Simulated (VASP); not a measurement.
Set up this calculation in VASP 6.6.1, as the native input.

```yaml
Task: relaxation of shape and atoms at fixed volume
Functional: PBEsol
Potentials_or_basis: VASP PAW PBE potentials, release 64 (As, Se)
Cutoff: 600 eV
k_mesh: 8 × 8 × 8
Occupations: gaussian, width 0.1 eV
Spin: no spin polarisation
Dipole_correction: no
Further_INCAR_settings: ALGO = Normal; EDIFF = 1e-06; IBRION = 2; EDIFFG = -0.01; NSW = 50; ISIF = 4
```

The structure of As2Se lies in POSCAR:

```
As2Se
1.0
   -3.2806071762      3.2806071762      2.5751882712
    3.2806071762     -3.2806071762      2.5751882712
    3.2806071762      3.2806071762     -2.5751882712
As Se
4 2
Direct
    0.8750000000      0.1250000000      0.7500000000
    0.3750000000      0.1250000000      0.2500000000
    0.8750000000      0.6250000000      0.7500000000
    0.8750000000      0.1250000000      0.2500000000
    0.5000000000      0.5000000000      0.0000000000
    0.2500000000      0.7500000000      0.5000000000
```

This cell differs from its parent crystal: volume scaled by 0.88.

These files were run (other wordings do the same):

INCAR

```
SYSTEM = As2Se
PREC = Accurate ; ENCUT = 600
EDIFF = 1E-6 ; ISMEAR = 0
SIGMA = 0.1 ; LREAL = .False.
LASPH = .True. ; NELM = 80
ALGO = Normal ; ISIF = 4
LWAVE = .False. ; LCHARG = .False.
GGA = PS ; IBRION = 2
NSW = 50 ; EDIFFG = -0.01
```

KPOINTS

```
Automatic mesh
0
Gamma
  8 8 8
  0 0 0
```

Potentials or basis: VASP PAW PBE potentials, release 64 (As, Se).

The run is started by

```sh
$ cat potpaw_PBE.64/As/POTCAR potpaw_PBE.64/Se/POTCAR > POTCAR
$ mpirun -np 1 vasp_std > vasp.out
```

Results of the run:

```
Energy gained by relaxing : 1.3 meV/atom
Ionic steps               : 4
Pressure after relaxing   : 12.4 GPa
Band gap on the k mesh    : zero (band 16 reaches 7.12 eV, above the bottom of band 17 at 6.48 eV)
```

Caveat: the PAW data sets were made with another functional, which shifts forces and pressure a little.

Run time: 3.5 min on 1 thread of Intel(R) Xeon(R) Platinum 8488C (Sapphire Rapids) (shared host), peak memory 0.35 GiB.
